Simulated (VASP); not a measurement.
## ZnS: single point with r2SCAN

Crystal: ZnS.

```
Zn S
1.0
     3.80672    0.00000    0.00000
    -1.90336    3.29672    0.00000
     0.00000    0.00000   12.49147
Zn S
4 4
Cartesian
  -0.0026 2.1978 0.0337
  0.0026 2.1978 6.2794
  1.8483 1.0989 3.1565
  1.9584 1.0989 9.4023
  0.1250 2.1978 2.3710
  -0.1250 2.1978 8.6167
  1.9034 1.0989 5.4938
  1.9034 1.0989 11.7396
```

This cell differs from its parent crystal: atoms displaced along a vibrational mode.

```yaml
Program: VASP 6.6.1
Task: single point
Functional: r2SCAN
Potentials_or_basis: VASP PAW PBE potentials, release 64 (Zn, S)
Cutoff: 520 eV
k_mesh: 6 × 6 × 2
Occupations: gaussian, width 0.05 eV
Spin: no spin polarisation
```

```yaml
Pressure: 0.6 GPa
Largest_force: 1.265 eV/Å
Band_gap_on_the_k_mesh: 2.77 eV
```

Forces in eV/Å, atoms in the order of the input:
```
Zn   0.051 -0.006  0.016
Zn  -0.051 -0.006  0.016
Zn   1.074 -0.318  0.214
Zn  -1.074 -0.318  0.214
S   -1.198  0.337 -0.224
S    1.198  0.337 -0.224
S    0.000 -0.013 -0.006
S    0.000 -0.013 -0.006
```

Stress tensor (GPa, compression positive):
```
 1.22  0.00  0.00
 0.00  0.48 -0.51
 0.00 -0.51  0.23
```

Levels at points of the mesh, in eV from the valence-band top:
```
           k point  band 34  band 35  band 36  band 37  band 38  band 39
(0.00, 0.00, 0.00)    -0.08    -0.01     0.00     2.77     3.62     4.09
(0.50, 0.00, 0.00)    -1.66    -1.56    -0.91     3.88     3.94     4.07
(0.00, 0.50, 0.00)    -1.67    -1.49    -0.88     3.92     3.94     4.00
(0.00, 0.00, 0.50)    -0.23    -0.08    -0.08     3.64     3.64     3.78
(0.50, 0.00, 0.50)    -1.35    -1.15    -1.13     3.79     3.93     4.10
(0.00, 0.50, 0.50)    -1.49    -1.09    -1.09     3.87     3.87     4.15
```

It took 8.7 min on 1 thread of Oxide Virtual Turin-like Processor (shared host), peak memory 0.33 GiB.

Caveat: the cell differs from its parent crystal (atoms displaced along a vibrational mode); the PAW data sets were made with another functional, which shifts forces and pressure a little.
